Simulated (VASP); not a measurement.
# MgS (P6_3/mmc) in VASP: notebook

MgS is run at these levels: r2SCAN; tasks: single point.

Program: VASP 6.6.1. These are calculated values, not measurements. Logs are shortened: lines on timing, memory, paths and dates and some standing lists are left out, and cuts for length are marked.

## 1. The cell of the first run

The structure is hexagonal, space group P6_3/mmc (No. 194). Conventional cell: a = 3.571 Å, b = 3.571 Å, c = 6.022 Å, α = 90.00°, β = 90.00°, γ = 120.00°. Within 3.4 Å of Mg (site symmetry -3m) lie 6 S at 2.55 Å and 2 Mg at 3.01 Å. S (site symmetry -6m2) has 6 Mg at 2.55 Å within 3.4 Å.

## 2. Single point, r2SCAN (volume changed by -6%)

File POSCAR:

```
MgS
1.0
    3.5710172953      0.0000000000      0.0000000000
   -1.7855086476      3.0925916951      0.0000000000
    0.0000000000      0.0000000000      6.0218646301
Mg S
2 2
Direct
    0.0000000000      0.0000000000      0.0000000000
    0.0000000000      0.0000000000      0.5000000000
    0.3333333333      0.6666666667      0.2500000000
    0.6666666667      0.3333333333      0.7500000000
```

File INCAR.step1:

```
SYSTEM = MgS
ALGO = Normal ; EDIFF = 1E-4
ENCUT = 520 ; GGA = PE
ISMEAR = 0 ; LASPH = .TRUE.
LCHARG = .FALSE. ; LREAL = .FALSE.
LWAVE = .TRUE. ; NBANDS = 16
NELM = 80 ; PREC = Accurate
SIGMA = 0.01
```

File INCAR.step2:

```
SYSTEM = MgS
ALGO = Normal ; EDIFF = 1E-6
ENCUT = 520 ; ISIF = 2
ISMEAR = 0 ; ISTART = 1
LASPH = .TRUE. ; LCHARG = .FALSE.
LMIXTAU = .TRUE. ; LREAL = .FALSE.
LWAVE = .FALSE. ; METAGGA = R2SCAN
NBANDS = 16 ; NELM = 80
PREC = Accurate ; SIGMA = 0.01
```

File KPOINTS:

```
k-points
0
G
  6 6 4
  0 0 0
```

Potentials or basis: VASP PAW PBE potentials, release 64 (Mg, S).

The run is started by

```sh
$ cat potpaw_PBE.64/Mg/POTCAR potpaw_PBE.64/S/POTCAR > POTCAR
$ cp INCAR.step1 INCAR
$ mpirun -np 1 vasp_std > vasp.out
$ cp INCAR.step2 INCAR
$ mpirun -np 1 vasp_std > vasp.out
```

OUTCAR:

```text
SYSTEM = MgS
   EDIFF = 1E-6
   ENCUT = 520
   ISIF = 2
   ISMEAR = 0
   ISTART = 1
   LASPH = .TRUE.
   LREAL = .FALSE.
   METAGGA = R2SCAN
   NELM = 80
   PREC = Accurate

 ion  position               nearest neighbor table
   1  0.000  0.000  0.000-   3 2.55   4 2.55   3 2.55   4 2.55   4 2.55   3 2.55   2 3.01   2 3.01

   2  0.000  0.000  0.500-   3 2.55   4 2.55   3 2.55   4 2.55   4 2.55   3 2.55   1 3.01   1 3.01

   3  0.333  0.667  0.250-   1 2.55   2 2.55   1 2.55   2 2.55   1 2.55   2 2.55
   4  0.667  0.333  0.750-   1 2.55   2 2.55   1 2.55   2 2.55   1 2.55   2 2.55

  LATTYP: Found a hexagonal cell.
 ALAT       =     3.5710172953
 C/A-ratio  =     1.6863162881

  Lattice vectors:

 A1 = (   3.5710172953,   0.0000000000,   0.0000000000)
 A2 = (  -1.7855086476,   3.0925916951,   0.0000000000)
 A3 = (   0.0000000000,   0.0000000000,   6.0218646301)

Analysis of symmetry for initial positions (statically):
=====================================================================
 Subroutine PRICEL returns:
 Original cell was already a primitive cell.

 Routine SETGRP: Setting up the symmetry group for a
 hexagonal supercell.

 Subroutine GETGRP returns: Found 24 space group operations
 (whereof 12 operations were pure point group operations)
 out of a pool of 24 trial point group operations.

The static configuration has the point symmetry D_3d.
 The point group associated with its full space group is D_6h.

Analysis of symmetry for dynamics (positions and initial velocities):
=====================================================================
 Subroutine PRICEL returns:
 Original cell was already a primitive cell.

 Routine SETGRP: Setting up the symmetry group for a
 hexagonal supercell.

 Subroutine GETGRP returns: Found 24 space group operations
 (whereof 12 operations were pure point group operations)
 out of a pool of 24 trial point group operations.

The dynamic configuration has the point symmetry D_3d.
 The point group associated with its full space group is D_6h.

 Subroutine INISYM returns: Found 24 space group operations
 (whereof 12 operations are pure point group operations),
 and found     1 'primitive' translations

----------------------------------------------------------------------------------------

                                     Primitive cell

[... 90 lines left out ...]
   EDIFF  = 0.1E-05   stopping-criterion for ELM
   LREAL  =      F    real-space projection
   EDIFFG = 0.1E-04   stopping-criterion for IOM
   NSW    =      0    number of steps for IOM
   IBRION =     -1    ionic relax: 0-MD 1-quasi-New 2-CG
   NFREE  =      0    steps in history (QN), initial steepest desc. (CG)
   ISIF   =      2    stress and relaxation
   ISYM   =      2    0-nonsym 1-usesym 2-fastsym
   POTIM  = 0.5000    time-step for ionic-motion
   TEBEG  =    0.0;   TEEND  =   0.0 temperature during run
   PSTRESS=    0.0 pullay stress
   NELECT =      16.0000    total number of electrons
   NUPDOWN=      -1.0000    fix difference up-down
   EMIN   =  10.00;   EMAX   =-10.00  energy-range for DOS
   EFERMI =   0.00;   METHOD = LEGACY
   ISMEAR =     0;   SIGMA  =   0.01  broadening in eV -4-tet -1-fermi 0-gaus
   EFERMI_NEDOS =   21; number of points for ismear=-14 and -15
   IALGO  =     38    algorithm
   IMIX   =      4    mixing-type and parameters
     AMIX     =   0.40;   BMIX     =  1.00
     AMIX_MAG =   1.60;   BMIX_MAG =  1.00
  volume/ion in A,a.u.               =      16.63       112.20
  Fermi-wavevector in a.u.,A,eV,Ry     =   1.018200  1.924119 14.105578  1.036731
  Thomas-Fermi vector in A             =   2.151644
   LORBIT       =      0    0 simple, 1 ext, 2 COOP (PROOUT), +10 PAW based schemes
   METAGGA = R2SCAN    functional components
   LHFCALC =     F    Hartree Fock is set to
   AEXX    =    0.0000 exact exchange contribution
   IVDW    =     0    specifies the selected vdW correction
   LEPSILON=     F    determine dielectric tensor
   LRPA    =     F    only Hartree local field effects (RPA)
 non-spin polarized calculation
 Gauss-broadening in eV      SIGMA  =   0.01
  energy-cutoff  :      520.00
  volume of cell :       66.50
 maximum number of plane-waves:      1822
 NGX is ok and might be reduce to    28
   NGX = 13   NGY = 13   NGZ = 23

 number of electron      15.9999999 magnetization

 Free energy of the ion-electron system (eV)
  ---------------------------------------------------
  ext. energy  EPLUGINS =         0.00000000
  ---------------------------------------------------
  free energy    TOTEN  =       -30.83745467 eV

  energy without entropy =      -30.83745467  energy(sigma->0) =      -30.83745467

 E-fermi :   4.1125     XC(G=0): -10.3407

 val. band max:        4.0524074253   @ k =   0.0000   0.0000   0.0000
 cond. band min:       8.1936380115   @ k =   0.3333   0.3333   0.0000
 fundamental gap:      4.1412305861
 Fermi energy:         4.1125271148

 k-point     1 :       0.0000    0.0000    0.0000
  band No.  band energies     occupation
      1      -9.5422      2.00000
      2      -8.1626      2.00000
      3      -1.2974      2.00000
      4       3.4765      2.00000
      5       3.4765      2.00000
      6       3.7814      2.00000
[... 376 lines left out ...]
      3       0.0661      2.00000
      4       0.0661      2.00000
      5       0.1261      2.00000
      6       0.1261      2.00000
[... 8 lines left out ...]
     15      14.4185      0.00000
     16      14.4185      0.00000

------------------------ aborting loop because EDIFF is reached ----------------------------------------

  FORCE on cell =-STRESS in cart. coord.  units (eV):
  Direction    XX          YY          ZZ          XY          YZ          ZX
  --------------------------------------------------------------------------------------
  -------------------------------------------------------------------------------------
  Total        2.0821139      2.0821139      2.1660070      0.0000000      0.0000000      0.0000000
  in kB       50.1613875     50.1613875     52.1825036      0.0000000      0.0000000      0.0000000
  external PRESSURE =      50.8350929 kB  Pullay stress =       0.0000000 kB

 VOLUME and BASIS-vectors are now :
 -----------------------------------------------------------------------------
  energy-cutoff  :      520.00
  volume of cell :       66.50
      direct lattice vectors                 reciprocal lattice vectors
     3.571017295  0.000000000  0.000000000     0.280032248  0.161676694  0.000000000
    -1.785508648  3.092591695  0.000000000     0.000000000  0.323353387  0.000000000
     0.000000000  0.000000000  6.021864630     0.000000000  0.000000000  0.166061521

 POSITION                                       TOTAL-FORCE (eV/Angst)
 -----------------------------------------------------------------------------------
      0.00000      0.00000      0.00000         0.000000      0.000000      0.000000
      0.00000      0.00000      3.01093         0.000000      0.000000      0.000000
     -0.00000      2.06173      1.50547        -0.000000     -0.000000     -0.000000
      1.78551      1.03086      4.51640         0.000000      0.000000      0.000000
 -----------------------------------------------------------------------------------
    total drift:                                0.000000     -0.000000     -0.000000

  FREE ENERGIE OF THE ION-ELECTRON SYSTEM (eV)
  ---------------------------------------------------
  free  energy   TOTEN  =       -30.8374546670 eV

  energy  without entropy=      -30.8374546670  energy(sigma->0) =      -30.83745467
```

Wall time 40 s (1 thread of Intel Xeon 6975P-C (Granite Rapids), shared host); peak memory 0.19 GiB.

Results:

```yaml
Free_energy: -30.8375 eV
Pressure: 5.1 GPa
Band_gap_on_the_k_mesh: 4.14 eV, indirect (least direct gap 4.96 eV)
```

Stress tensor (GPa, compression positive):
```
5.02 0.00 0.00
0.00 5.02 0.00
0.00 0.00 5.22
```

Levels at points of the mesh, in eV from the valence-band top:
```tsv
k point	band 6	band 7	band 8	band 9	band 10	band 11
(0.00, 0.00, 0.00)	-0.27	0.00	0.00	4.96	5.43	7.30
(0.50, 0.00, 0.00)	-1.87	-1.77	-0.72	4.51	5.18	5.70
(0.00, 0.00, 0.50)	-0.30	-0.30	-0.30	5.81	5.81	8.19
(0.50, 0.00, 0.50)	-1.69	-1.30	-1.30	4.77	4.77	5.75
```

Caveat: the cell differs from its parent crystal (volume changed by -6%); the PAW data sets were made with another functional, which shifts forces and pressure a little.

## 3. Single point, r2SCAN (volume changed by -3%)

File POSCAR:

```
MgS
1.0
    3.6086097136      0.0000000000      0.0000000000
   -1.8043048568      3.1251476843      0.0000000000
    0.0000000000      0.0000000000      6.0852573374
Mg S
2 2
Direct
    0.0000000000      0.0000000000      0.0000000000
    0.0000000000      0.0000000000      0.5000000000
    0.3333333333      0.6666666667      0.2500000000
    0.6666666667      0.3333333333      0.7500000000
```

File INCAR.step1:

```
SYSTEM = MgS
PREC = Accurate ; ENCUT = 520
ISMEAR = 0 ; SIGMA = 0.01
LREAL = .FALSE. ; LASPH = .TRUE.
NELM = 60 ; NBANDS = 16
GGA = PE ; ALGO = Normal
EDIFF = 1E-4 ; LWAVE = .TRUE.
LCHARG = .FALSE.
```

File INCAR.step2:

```
SYSTEM = MgS
PREC = Accurate ; ENCUT = 520
EDIFF = 1E-6 ; ISMEAR = 0
SIGMA = 0.01 ; LREAL = .FALSE.
LASPH = .TRUE. ; NELM = 60
ALGO = Normal ; ISIF = 2
LWAVE = .FALSE. ; LCHARG = .FALSE.
METAGGA = R2SCAN ; LMIXTAU = .TRUE.
NBANDS = 16 ; ISTART = 1
```

File KPOINTS:

```
regular mesh
0
G
  6 6 4
  0 0 0
```

Potentials or basis: VASP PAW PBE potentials, release 64 (Mg, S).

The run is started by

```sh
$ cat potpaw_PBE.64/Mg/POTCAR potpaw_PBE.64/S/POTCAR > POTCAR
$ cp INCAR.step1 INCAR
$ mpirun -np 1 vasp_std > vasp.out
$ cp INCAR.step2 INCAR
$ mpirun -np 1 vasp_std > vasp.out
```

OUTCAR:

```text
SYSTEM = MgS
   PREC = Accurate
   ENCUT = 520
   EDIFF = 1E-6
   ISMEAR = 0
   LREAL = .FALSE.
   LASPH = .TRUE.
   NELM = 60
   ISIF = 2
   METAGGA = R2SCAN
   ISTART = 1

 ion  position               nearest neighbor table
   1  0.000  0.000  0.000-   3 2.58   4 2.58   3 2.58   4 2.58   4 2.58   3 2.58   2 3.04   2 3.04

   2  0.000  0.000  0.500-   3 2.58   4 2.58   3 2.58   4 2.58   4 2.58   3 2.58   1 3.04   1 3.04

   3  0.333  0.667  0.250-   1 2.58   2 2.58   1 2.58   2 2.58   1 2.58   2 2.58
   4  0.667  0.333  0.750-   1 2.58   2 2.58   1 2.58   2 2.58   1 2.58   2 2.58

  LATTYP: Found a hexagonal cell.
 ALAT       =     3.6086097136
 C/A-ratio  =     1.6863162881

  Lattice vectors:

 A1 = (   3.6086097136,   0.0000000000,   0.0000000000)
 A2 = (  -1.8043048568,   3.1251476843,   0.0000000000)
 A3 = (   0.0000000000,   0.0000000000,   6.0852573374)

Analysis of symmetry for initial positions (statically):
=====================================================================
 Subroutine PRICEL returns:
 Original cell was already a primitive cell.

[... 175 lines left out ...]
 cond. band min:       7.8533515923   @ k =   0.3333   0.3333   0.0000
 fundamental gap:      4.0958737874
 Fermi energy:         3.8344718206

 k-point     1 :       0.0000    0.0000    0.0000
  band No.  band energies     occupation
      1      -9.6414      2.00000
      2      -8.3415      2.00000
      3      -1.4111      2.00000
      4       3.2164      2.00000
      5       3.2164      2.00000
      6       3.4949      2.00000
[... 376 lines left out ...]
      3      -0.0659      2.00000
      4      -0.0659      2.00000
      5      -0.0358      2.00000
      6      -0.0358      2.00000
[... 8 lines left out ...]
     15      14.0320      0.00000
     16      14.0320      0.00000

------------------------ aborting loop because EDIFF is reached ----------------------------------------

  FORCE on cell =-STRESS in cart. coord.  units (eV):
  Direction    XX          YY          ZZ          XY          YZ          ZX
  --------------------------------------------------------------------------------------
  -------------------------------------------------------------------------------------
  Total        0.8968092      0.8968092      0.9089334      0.0000000     -0.0000000      0.0000000
  in kB       20.9373271     20.9373271     21.2203847      0.0000000     -0.0000000      0.0000000
  external PRESSURE =      21.0316796 kB  Pullay stress =       0.0000000 kB

 VOLUME and BASIS-vectors are now :
 -----------------------------------------------------------------------------
  energy-cutoff  :      520.00
  volume of cell :       68.63
      direct lattice vectors                 reciprocal lattice vectors
     3.608609714  0.000000000  0.000000000     0.277115033  0.159992439  0.000000000
    -1.804304857  3.125147684  0.000000000     0.000000000  0.319984878  0.000000000
     0.000000000  0.000000000  6.085257337     0.000000000  0.000000000  0.164331588

 POSITION                                       TOTAL-FORCE (eV/Angst)
 -----------------------------------------------------------------------------------
      0.00000      0.00000      0.00000         0.000000      0.000000     -0.000000
      0.00000      0.00000      3.04263         0.000000      0.000000     -0.000000
     -0.00000      2.08343      1.52131        -0.000000      0.000000      0.000000
      1.80430      1.04172      4.56394         0.000000     -0.000000     -0.000000
 -----------------------------------------------------------------------------------
    total drift:                                0.000000     -0.000000     -0.000000

  FREE ENERGIE OF THE ION-ELECTRON SYSTEM (eV)
  ---------------------------------------------------
  free  energy   TOTEN  =       -30.8850027012 eV

  energy  without entropy=      -30.8850027012  energy(sigma->0) =      -30.88500270
```

OUTCAR.step1:

```text
SYSTEM = MgS
   PREC = Accurate
   ENCUT = 520
   ISMEAR = 0
   LREAL = .FALSE.
   LASPH = .TRUE.
   NELM = 60
[... 626 lines left out ...]
      0.00000      0.00000      3.04263        -0.000000      0.000000      0.000000
     -0.00000      2.08343      1.52131         0.000000     -0.000000     -0.000000
      1.80430      1.04172      4.56394        -0.000000      0.000000     -0.000000
 -----------------------------------------------------------------------------------
    total drift:                                0.000000     -0.000000     -0.000000

  FREE ENERGIE OF THE ION-ELECTRON SYSTEM (eV)
  ---------------------------------------------------
  free  energy   TOTEN  =       -16.8669242215 eV

  energy  without entropy=      -16.8669242215  energy(sigma->0) =      -16.86692422
```

OSZICAR.step1:

```text
N       E                     dE             d eps       ncg     rms          rms(c)
DAV:   1     0.593424777137E+02    0.59342E+02   -0.63726E+03   672   0.831E+02
DAV:   2    -0.130602067680E+02   -0.72403E+02   -0.65164E+02   944   0.141E+02
DAV:   3    -0.175728659239E+02   -0.45127E+01   -0.44972E+01   928   0.381E+01
DAV:   4    -0.176142201472E+02   -0.41354E-01   -0.41347E-01   800   0.451E+00
DAV:   5    -0.176148483509E+02   -0.62820E-03   -0.62819E-03   920   0.560E-01    0.644E+00
DAV:   6    -0.169392694804E+02    0.67558E+00   -0.90882E-01   712   0.465E+00    0.483E+00
DAV:   7    -0.168672385231E+02    0.72031E-01   -0.33694E-01   880   0.288E+00    0.304E+00
DAV:   8    -0.168678235594E+02   -0.58504E-03   -0.29576E-02   736   0.106E+00    0.155E+00
DAV:   9    -0.168668607876E+02    0.96277E-03   -0.23452E-03   808   0.338E-01    0.205E-01
DAV:  10    -0.168669242215E+02   -0.63434E-04   -0.42442E-04   888   0.102E-01
   1 F= -.16866924E+02 E0= -.16866924E+02  d E =-.995676E-29
```

It took 46 s on 1 thread of Intel Xeon 6975P-C (Granite Rapids), shared host; peak memory 0.2 GiB.

Results:

- Free energy: -30.8850 eV
- Pressure: 2.1 GPa
- Band gap on the k mesh: 4.10 eV, indirect (least direct gap 4.67 eV)

Caveat: the cell differs from its parent crystal (volume changed by -3%); the PAW data sets were made with another functional, which shifts forces and pressure a little. A k mesh can miss the band edges.

## 4. Single point, r2SCAN

This run uses another cell than the first one, of 17.69 Å³/atom, 1.064 times its volume.

File POSCAR:

```
MgS
1.0
    3.6454348051      0.0000000000      0.0000000000
   -1.8227174025      3.1570391490      0.0000000000
    0.0000000000      0.0000000000      6.1473560890
Mg S
2 2
Direct
    0.0000000000      0.0000000000      0.0000000000
    0.0000000000      0.0000000000      0.5000000000
    0.3333333333      0.6666666667      0.2500000000
    0.6666666667      0.3333333333      0.7500000000
```

File INCAR.step1:

```
SYSTEM = MgS
PREC = Accurate ; ENCUT = 520
ISMEAR = 0 ; SIGMA = 0.01
LREAL = .False. ; LASPH = .True.
NELM = 80 ; NBANDS = 16
GGA = PE ; ALGO = Normal
EDIFF = 1E-4 ; LWAVE = .True.
LCHARG = .False.
```

File INCAR.step2:

```
SYSTEM = MgS
PREC = Accurate ; ENCUT = 520
EDIFF = 1E-6 ; ISMEAR = 0
SIGMA = 0.01 ; LREAL = .False.
LASPH = .True. ; NELM = 80
ALGO = Normal ; ISIF = 2
LWAVE = .False. ; LCHARG = .False.
METAGGA = R2SCAN ; LMIXTAU = .True.
NBANDS = 16 ; ISTART = 1
```

File KPOINTS:

```
Automatic mesh
0
Gamma
  6 6 4
  0 0 0
```

The run is started by

```sh
$ cat potpaw_PBE.64/Mg/POTCAR potpaw_PBE.64/S/POTCAR > POTCAR
$ cp INCAR.step1 INCAR
$ mpirun -np 1 vasp_std > vasp.out
$ cp INCAR.step2 INCAR
$ mpirun -np 1 vasp_std > vasp.out
```

Run time: 50 s. Hardware: 1 thread of Intel Xeon 6975P-C (Granite Rapids), shared host; peak memory 0.2 GiB.

Results (log left out):

| Property | Result |
| --- | --- |
| Free energy | -30.8960 eV |
| Pressure | -0.5 GPa |
| Band gap on the k mesh | 4.05 eV, indirect (least direct gap 4.41 eV) |

Stress tensor (GPa, compression positive):
```
-0.41  0.00  0.00
 0.00 -0.41  0.00
 0.00  0.00 -0.53
```

Levels at points of the mesh, in eV from the valence-band top:
```tsv
k point	band 6	band 7	band 8	band 9	band 10	band 11
(0.00, 0.00, 0.00)	-0.25	0.00	0.00	4.41	5.30	7.38
(0.50, 0.00, 0.00)	-1.71	-1.63	-0.64	4.61	5.02	5.58
(0.00, 0.00, 0.50)	-0.26	-0.26	-0.26	5.55	5.55	8.16
(0.50, 0.00, 0.50)	-1.56	-1.19	-1.19	4.64	4.64	5.85
```

Caveat: the PAW data sets were made with another functional, which shifts forces and pressure a little. A k mesh can miss the band edges.

[end of part 1 of 2]
